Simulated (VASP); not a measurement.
A run of VASP 6.6.1:

The input INCAR:

```
SYSTEM = KBr
PREC = Accurate
ENCUT = 600
EDIFF = 1E-7
ISMEAR = -1
SIGMA = 0.02
LREAL = .FALSE.
LASPH = .TRUE.
NELM = 100
ALGO = Normal
ISIF = 3
LWAVE = .FALSE.
LCHARG = .FALSE.
GGA = PS
IBRION = 2
NSW = 80
EDIFFG = -0.005
```

KPOINTS

```
Automatic mesh
0
G
  6 6 6
  0 0 0
```

Contents of POSCAR:

```
KBr
1.0
    0.0000000000      3.3523161527      3.3523161527
    3.3523161527      0.0000000000      3.3523161527
    3.3523161527      3.3523161527      0.0000000000
K Br
1 1
Direct
    0.0000000000      0.0000000000      0.0000000000
    0.5000000000      0.5000000000      0.5000000000
```

Potentials or basis: VASP PAW PBE potentials, release 64 (K_sv, Br).

Launch:

```bash
$ cat potpaw_PBE.64/K_sv/POTCAR potpaw_PBE.64/Br/POTCAR > POTCAR
$ mpirun -np 1 vasp_std > vasp.out
```

Hardware: 1 thread of AMD EPYC 9R45 96-Core Processor (Zen 5), with other jobs on the host.

Estimate the wall time of this run.

Run time: 33 s on 1 thread of AMD EPYC 9R45 96-Core Processor (Zen 5), with other jobs on the host, peak memory 0.22 GiB. Counts: scf iterations 41, k points 16, ion steps 4.
